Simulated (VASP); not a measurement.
# SnTe (Fm-3m) in VASP: notebook

Runs on SnTe. Level: PBE. Tasks: single point, relaxation of cell and atoms.

Everything below comes from runs of VASP 6.6.1. Logs are shortened: lines on timing, memory, paths and dates and some standing lists are left out, and cuts for length are marked.

## Step 1: The cell of the first run

The structure is cubic, space group Fm-3m (No. 225). The conventional cell has a = 6.410 Å, b = 6.410 Å, c = 6.410 Å, α = 90.00°, β = 90.00°, γ = 90.00°. Sn (site symmetry m-3m) has 6 Te at 3.20 Å within 4.2 Å. Te (site symmetry m-3m) has 6 Sn at 3.20 Å within 4.2 Å.

## Step 2: Single point, PBE

INCAR

```
PREC     = Accurate       # precision mode
ENCUT    = 520            # plane-wave cutoff, eV
EDIFF    = 1E-6           # SCF threshold, eV
ISMEAR   = 0              # smearing method
SIGMA    = 0.1            # smearing width, eV
LREAL    = False          # projectors in reciprocal space
LASPH    = True           # aspherical terms in the spheres
NELM     = 60             # most SCF steps
ALGO     = Normal         # electronic algorithm
ISIF     = 2              # what is computed and relaxed
LWAVE    = False          # write WAVECAR
LCHARG   = False          # write CHGCAR
GGA      = PE             # functional
NBANDS   = 17             # bands
```

KPOINTS

```
regular mesh
0
Gamma
  16 16 16
```

POSCAR

```
SnTe
1.0
    0.0000000000      3.2049032153      3.2049032153
    3.2049032153      0.0000000000      3.2049032153
    3.2049032153      3.2049032153      0.0000000000
Sn Te
1 1
Direct
    0.0000000000      0.0000000000      0.0000000000
    0.5000000000      0.5000000000      0.5000000000
```

Potentials or basis: VASP PAW PBE potentials, release 64 (Sn_d, Te).

Command:

```console
$ cat potpaw_PBE.64/Sn_d/POTCAR potpaw_PBE.64/Te/POTCAR > POTCAR
$ mpirun -np 1 vasp_std > vasp.out
```

OUTCAR:

```text
PREC = Accurate
   ENCUT = 520
   EDIFF = 1E-6
   ISMEAR = 0
   LREAL = False
   LASPH = True
   NELM = 60
   ISIF = 2
   GGA = PE

 ion  position               nearest neighbor table
   1  0.000  0.000  0.000-   2 3.20   2 3.20   2 3.20   2 3.20   2 3.20   2 3.20
   2  0.500  0.500  0.500-   1 3.20   1 3.20   1 3.20   1 3.20   1 3.20   1 3.20

  LATTYP: Found a face centered cubic cell.
 ALAT       =     6.4098064306

  Lattice vectors:

 A1 = (   0.0000000000,   3.2049032153,   3.2049032153)
 A2 = (   3.2049032153,   0.0000000000,   3.2049032153)
 A3 = (   3.2049032153,   3.2049032153,   0.0000000000)

Analysis of symmetry for initial positions (statically):
=====================================================================
 Subroutine PRICEL returns:
 Original cell was already a primitive cell.

 Routine SETGRP: Setting up the symmetry group for a
 face centered cubic supercell.

 Subroutine GETGRP returns: Found 48 space group operations
 (whereof 48 operations were pure point group operations)
 out of a pool of 48 trial point group operations.

The static configuration has the point symmetry O_h .

Analysis of symmetry for dynamics (positions and initial velocities):
=====================================================================
 Subroutine PRICEL returns:
 Original cell was already a primitive cell.

 Routine SETGRP: Setting up the symmetry group for a
 face centered cubic supercell.

 Subroutine GETGRP returns: Found 48 space group operations
 (whereof 48 operations were pure point group operations)
 out of a pool of 48 trial point group operations.

The dynamic configuration has the point symmetry O_h .

 Subroutine INISYM returns: Found 48 space group operations
 (whereof 48 operations are pure point group operations),
 and found     1 'primitive' translations

----------------------------------------------------------------------------------------

                                     Primitive cell

  volume of cell :      65.8377

  direct lattice vectors                    reciprocal lattice vectors
     0.000000000  3.204903215  3.204903215    -0.156010951  0.156010951  0.156010951
     3.204903215  0.000000000  3.204903215     0.156010951 -0.156010951  0.156010951
     3.204903215  3.204903215  0.000000000     0.156010951  0.156010951 -0.156010951

  length of vectors
     4.532417593  4.532417593  4.532417593     0.270218894  0.270218894  0.270218894

  position of ions in fractional coordinates (direct lattice)
     0.000000000  0.000000000  0.000000000
     0.500000000  0.500000000  0.500000000

  ion indices of the primitive-cell ions
   primitive index   ion index
                 1           1
                 2           2

----------------------------------------------------------------------------------------

 KPOINTS: regular mesh

Automatic generation of k-mesh.
 Grid dimensions read from file:
 generate k-points for:   16   16   16

 Generating k-lattice:

  Cartesian coordinates                     Fractional coordinates (reciprocal lattice)
    -0.009750684  0.009750684  0.009750684     0.062500000  0.000000000  0.000000000
     0.009750684 -0.009750684  0.009750684     0.000000000  0.062500000  0.000000000
     0.009750684  0.009750684 -0.009750684     0.000000000  0.000000000  0.062500000

  Length of vectors
     0.016888681  0.016888681  0.016888681

  Shift w.r.t. Gamma in fractional coordinates (k-lattice)
     0.000000000  0.000000000  0.000000000

 Subroutine IBZKPT returns following result:
 ===========================================

 Found    145 irreducible k-points:

 Following reciprocal coordinates:
            Coordinates               Weight
  0.000000  0.000000  0.000000      1.000000
  0.062500  0.000000  0.000000      8.000000
  0.125000  0.000000  0.000000      8.000000
  0.187500  0.000000  0.000000      8.000000
  0.250000  0.000000  0.000000      8.000000
  0.312500  0.000000  0.000000      8.000000
[... 16 lines left out ...]
 -0.125000  0.062500  0.000000     24.000000
 -0.062500  0.062500  0.000000     12.000000
 [... further k-points ...]
   k-points           NKPTS =    145   k-points in BZ     NKDIM =    145   number of bands    NBANDS=     17
   number of dos      NEDOS =    301   number of ions     NIONS =      2
   total plane-waves  NPLWV =  46656
   dimension x,y,z NGX =    36 NGY =   36 NGZ =   36
   dimension x,y,z NGXF=    72 NGYF=   72 NGZF=   72
   ions per type =               1   1
   NGX,Y,Z   is equivalent  to a cutoff of  13.20, 13.20, 13.20 a.u.
   NGXF,Y,Z  is equivalent  to a cutoff of  26.41, 26.41, 26.41 a.u.
 SYSTEM =  unknown system
   PREC   = accura    normal or accurate (medium, high low for compatibility)
   ISTART =      0    job   : 0-new  1-cont  2-samecut
   ICHARG =      2    charge: 1-file 2-atom 10-const
   ISPIN  =      1    spin polarized calculation?
   LNONCOLLINEAR =      F non collinear calculations
   LSORBIT =      F    spin-orbit coupling
   LASPH  =      T    aspherical Exc in radial PAW
   ENCUT  =  520.0 eV  38.22 Ry    6.18 a.u.   8.43  8.43  8.43*2*pi/ulx,y,z
   NELM   =     60;   NELMIN=  2; NELMDL= -5     # of ELM steps
   EDIFF  = 0.1E-05   stopping-criterion for ELM
   LREAL  =      F    real-space projection
   EDIFFG = 0.1E-04   stopping-criterion for IOM
   NSW    =      0    number of steps for IOM
   IBRION =     -1    ionic relax: 0-MD 1-quasi-New 2-CG
   NFREE  =      0    steps in history (QN), initial steepest desc. (CG)
   ISIF   =      2    stress and relaxation
   ISYM   =      2    0-nonsym 1-usesym 2-fastsym
   POTIM  = 0.5000    time-step for ionic-motion
   TEBEG  =    0.0;   TEEND  =   0.0 temperature during run
   PSTRESS=    0.0 pullay stress
   NELECT =      20.0000    total number of electrons
   NUPDOWN=      -1.0000    fix difference up-down
   EMIN   =  10.00;   EMAX   =-10.00  energy-range for DOS
   EFERMI =   0.00;   METHOD = LEGACY
   ISMEAR =     0;   SIGMA  =   0.10  broadening in eV -4-tet -1-fermi 0-gaus
   EFERMI_NEDOS =   21; number of points for ismear=-14 and -15
   IALGO  =     38    algorithm
   IMIX   =      4    mixing-type and parameters
     AMIX     =   0.40;   BMIX     =  1.00
     AMIX_MAG =   1.60;   BMIX_MAG =  1.00
  volume/ion in A,a.u.               =      32.92       222.15
  Fermi-wavevector in a.u.,A,eV,Ry     =   1.100508  2.079659 16.478262  1.211118
  Thomas-Fermi vector in A             =   2.236920
   LORBIT       =      0    0 simple, 1 ext, 2 COOP (PROOUT), +10 PAW based schemes
   GGA     = PE    functional components
   LHFCALC =     F    Hartree Fock is set to
   AEXX    =    0.0000 exact exchange contribution
   IVDW    =     0    specifies the selected vdW correction
   LEPSILON=     F    determine dielectric tensor
   LRPA    =     F    only Hartree local field effects (RPA)
 non-spin polarized calculation
 Gauss-broadening in eV      SIGMA  =   0.10
  energy-cutoff  :      520.00
  volume of cell :       65.84
 maximum number of plane-waves:      1808
 NGX is ok and might be reduce to    36
   NGX = 17   NGY = 17   NGZ = 17

 number of electron      20.0000005 magnetization

 Free energy of the ion-electron system (eV)
  ---------------------------------------------------
  ext. energy  EPLUGINS =         0.00000000
  ---------------------------------------------------
  free energy    TOTEN  =        -7.56564286 eV

  energy without entropy =       -7.56553760  energy(sigma->0) =       -7.56559023

 E-fermi :   6.3525     XC(G=0):  -9.2657

 val. band max:        6.3270438060   @ k =   0.5000   0.0000   0.0000
 cond. band min:       6.3786837484   @ k =   0.5000   0.0000   0.0000
 fundamental gap:      0.0516399424
 Fermi energy:         6.3524854615

 k-point     1 :       0.0000    0.0000    0.0000
  band No.  band energies     occupation
      1     -15.5524      2.00000
      2     -15.5524      2.00000
      3     -15.5495      2.00000
      4     -15.5495      2.00000
      5     -15.5495      2.00000
      6      -6.1019      2.00000
[... 9 lines left out ...]
     16      11.1762      0.00000
     17      13.1562      0.00000

 k-point     2 :       0.0625    0.0000    0.0000
  band No.  band energies     occupation
      1     -15.5526      2.00000
      2     -15.5526      2.00000
      3     -15.5494      2.00000
      4     -15.5493      2.00000
      5     -15.5493      2.00000
      6      -6.0713      2.00000
[... 9 lines left out ...]
     16      11.2558      0.00000
     17      13.4084      0.00000

 k-point     3 :       0.1250    0.0000    0.0000
  band No.  band energies     occupation
      1     -15.5529      2.00000
      2     -15.5529      2.00000
      3     -15.5493      2.00000
      4     -15.5488      2.00000
      5     -15.5488      2.00000
      6      -5.9806      2.00000
[... 9 lines left out ...]
     16      11.4831      0.00000
     17      14.0566      0.00000

 k-point     4 :       0.1875    0.0000    0.0000
  band No.  band energies     occupation
      1     -15.5535      2.00000
      2     -15.5535      2.00000
      3     -15.5490      2.00000
      4     -15.5479      2.00000
      5     -15.5479      2.00000
      6      -5.8342      2.00000
[... 9 lines left out ...]
     16      11.8462      0.00000
     17      14.9381      0.00000
[... 343 lines left out ...]
      1     -15.5543      2.00000
      2     -15.5535      2.00000
      3     -15.5490      2.00000
      4     -15.5478      2.00000
      5     -15.5470      2.00000
      6      -5.7494      2.00000
[... 9 lines left out ...]
     16      12.5393      0.00000
     17      14.5120      0.00000

 k-point    23 :      -0.1250    0.0625    0.0000
  band No.  band energies     occupation
      1     -15.5535      2.00000
      2     -15.5528      2.00000
      3     -15.5493      2.00000
      4     -15.5486      2.00000
      5     -15.5480      2.00000
      6      -5.9114      2.00000
[... 9 lines left out ...]
     16      12.0188      0.00000
     17      13.7836      0.00000

 k-point    24 :      -0.0625    0.0625    0.0000
  band No.  band energies     occupation
      1     -15.5530      2.00000
      2     -15.5525      2.00000
      3     -15.5494      2.00000
      4     -15.5492      2.00000
      5     -15.5488      2.00000
      6      -6.0206      2.00000
[... 9 lines left out ...]
     16      11.5888      0.00000
     17      13.4051      0.00000

 [... further k-points ...]

------------------------ aborting loop because EDIFF is reached ----------------------------------------

  FORCE on cell =-STRESS in cart. coord.  units (eV):
  Direction    XX          YY          ZZ          XY          YZ          ZX
  --------------------------------------------------------------------------------------
  -------------------------------------------------------------------------------------
  Total       -0.0284245     -0.0284245     -0.0284245     -0.0000000      0.0000000      0.0000000
  in kB       -0.6917178     -0.6917178     -0.6917178     -0.0000000      0.0000000      0.0000000
  external PRESSURE =      -0.6917178 kB  Pullay stress =       0.0000000 kB

 VOLUME and BASIS-vectors are now :
 -----------------------------------------------------------------------------
  energy-cutoff  :      520.00
  volume of cell :       65.84
      direct lattice vectors                 reciprocal lattice vectors
     0.000000000  3.204903215  3.204903215    -0.156010951  0.156010951  0.156010951
     3.204903215  0.000000000  3.204903215     0.156010951 -0.156010951  0.156010951
     3.204903215  3.204903215  0.000000000     0.156010951  0.156010951 -0.156010951

 POSITION                                       TOTAL-FORCE (eV/Angst)
 -----------------------------------------------------------------------------------
      0.00000      0.00000      0.00000         0.000000      0.000000      0.000000
      3.20490      3.20490      3.20490         0.000000      0.000000      0.000000
 -----------------------------------------------------------------------------------
    total drift:                               -0.000000      0.000000      0.000000

  FREE ENERGIE OF THE ION-ELECTRON SYSTEM (eV)
  ---------------------------------------------------
  free  energy   TOTEN  =        -7.5656428608 eV

  energy  without entropy=       -7.5655376028  energy(sigma->0) =       -7.56559023
```

It took 3.4 min on 1 thread of Intel Xeon 8259CL, shared host; peak memory 0.32 GiB.

Results:

* Free energy: -7.5656 eV
* Pressure: -0.1 GPa
* Band gap on the k mesh: 0.05 eV

Caveat: spin-orbit coupling is left out, which moves the levels of the heavy elements.

## Step 3: Relaxation of cell and atoms, PBE

This run uses another cell than the first one, of 32.33 Å³/atom.

INCAR

```
SYSTEM = SnTe
PREC = Accurate
ENCUT = 600
EDIFF = 1E-6
ISMEAR = 0
SIGMA = 0.1
LREAL = .FALSE.
LASPH = .TRUE.
NELM = 60
ALGO = Normal
ISIF = 3
LWAVE = .FALSE.
LCHARG = .FALSE.
GGA = PE
IBRION = 2
NSW = 100
EDIFFG = -0.01
```

KPOINTS

```
Automatic mesh
0
G
  16 16 16
  0 0 0
```

POSCAR

```
SnTe
1.0
    0.0000000000      3.1858129500      3.1858129500
    3.1858129500      0.0000000000      3.1858129500
    3.1858129500      3.1858129500      0.0000000000
Sn Te
1 1
Direct
    0.0000000000      0.0000000000      0.0000000000
    0.5000000000      0.5000000000      0.5000000000
```

Potentials or basis: VASP PAW PBE potentials, release 64 (Sn_d, Te).

Command:

```console
$ cat potpaw_PBE.64/Sn_d/POTCAR potpaw_PBE.64/Te/POTCAR > POTCAR
$ mpirun -np 1 vasp_std > vasp.out
```

Wall time 6 min (1 thread of Intel Xeon 8259CL, shared host); peak memory 0.35 GiB.

Results (log left out):

- Free energy: -7.5656 eV
- Relaxed volume: 32.92 Å³/atom
- Relaxed cell: a = 4.532 Å, b = 4.532 Å, c = 4.532 Å, α = 60.00°, β = 60.00°, γ = 60.00°
- Space group after relaxing (to 0.1 Å): Fm-3m (No. 225)
- Energy gained by relaxing: 1.3 meV/atom
- Ionic steps: 3
- Pressure after relaxing: 0.0 GPa
- Band gap on the k mesh: 0.05 eV

Step by step:
| step | energy change (eV) | largest force (eV/Å) | pressure (GPa) | volume (Å³) |
| --- | --- | --- | --- | --- |
| 1 | 0.0000 | 0.0000 | 0.71 | 64.67 |
| 2 | -0.0025 | 0.0000 | -0.12 | 66.02 |
| 3 | -0.0026 | 0.0000 | -0.01 | 65.83 |

Final structure:
```
Sn Te
1.0
     0.00000    3.20480    3.20480
     3.20480    0.00000    3.20480
     3.20480    3.20480    0.00000
Sn Te
1 1
Cartesian
  0.0000 0.0000 0.0000
  3.2048 3.2048 3.2048
```

Levels at points of the mesh, in eV from the valence-band top:
```csv
k point,band 7,band 8,band 9,band 10,band 11,band 12,band 13,band 14
"(0.00, 0.00, 0.00)",-4.87,-2.00,-2.00,-2.00,3.25,3.25,3.25,4.85
"(0.50, 0.00, 0.00)",-8.07,-1.68,-1.68,0.00,0.05,0.45,0.45,7.67
"(0.50, 0.50, 0.00)",-6.43,-5.22,-3.49,-3.49,2.38,4.69,4.69,6.02
```

Caveat: spin-orbit coupling is left out, which moves the levels of the heavy elements.
